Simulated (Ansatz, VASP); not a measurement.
## Pb: VASP beside Ansatz

Contents of INCAR:

```
PREC     = Accurate       # precision mode
ENCUT    = 520            # plane-wave cutoff, eV
EDIFF    = 1E-6           # SCF threshold, eV
ISMEAR   = 0              # smearing method
SIGMA    = 0.15           # smearing width, eV
LREAL    = False          # projectors in reciprocal space
LASPH    = True           # aspherical terms in the spheres
NELM     = 80             # most SCF steps
ALGO     = Normal         # electronic algorithm
ISIF     = 2              # what is computed and relaxed
LWAVE    = False          # write WAVECAR
LCHARG   = False          # write CHGCAR
GGA      = PS             # functional
NBANDS   = 13             # bands
```

Contents of KPOINTS:

```
regular mesh
0
Gamma
  16 16 16
```

POSCAR

```
Pb
1.0
    0.0000000000      2.4698000000      2.4698000000
    2.4327530000      0.0000000000      2.4698000000
    2.4327530000      2.4698000000      0.0000000000
Pb
1
Direct
    0.0000000000      0.0000000000      0.0000000000
```

Input for Ansatz:

```yaml
crystal:
  lattice:
    - [0.0, 2.4698, 2.4698]
    - [2.432753, 0.0, 2.4698]
    - [2.432753, 2.4698, 0.0]
  atoms:
    - { symbol: Pb, position: [0.0, 0.0, 0.0] }
basis:
  ecutwfc: 420
kpoints:
  mp_grid: { grid: [16, 16, 16] }
hamiltonian:
  xc: pbesol
scf:
  occupations: { method: gaussian, width: 0.15 }
output:
  forces: true
  stress: true
  eigenvalues: true
```

Change from the starting cell: strain -0.0150 x Voigt [1, 0, 0, 0, 0, 0], atoms carried along.

Alike in both runs: task single point; functional PBEsol; k mesh 16 × 16 × 16; occupations gaussian, width 0.15 eV; no spin polarisation.

|  | VASP | Ansatz |
| --- | --- | --- |
| version | VASP 6.6.1 | Ansatz 0.2.0 |
| potentials or method | VASP PAW PBE potentials, release 64 (Pb_d), cutoff 520 eV | scalar-relativistic, plane waves, PAW |
| valence electrons in the cell | 14 | 14 |

VASP gave:

```
gap on the k mesh at the Fermi level (eV)                     : none
pressure (GPa)                                                : 0.4
traceless stress, the component that is largest in VASP (GPa) : 0.19
```

Q: Which values does Ansatz return?

A: gap on the k mesh at the Fermi level (eV): none; pressure (GPa): 0.5; traceless stress, the component that is largest in VASP (GPa): 0.19.

VASP's potentials were made for PBE, not for PBEsol. A gap of «none» marks a metal or a gap that the smearing closes. The functional is the same, so the differences come from potentials, cutoffs and numerics.

Spin-orbit coupling is off throughout.
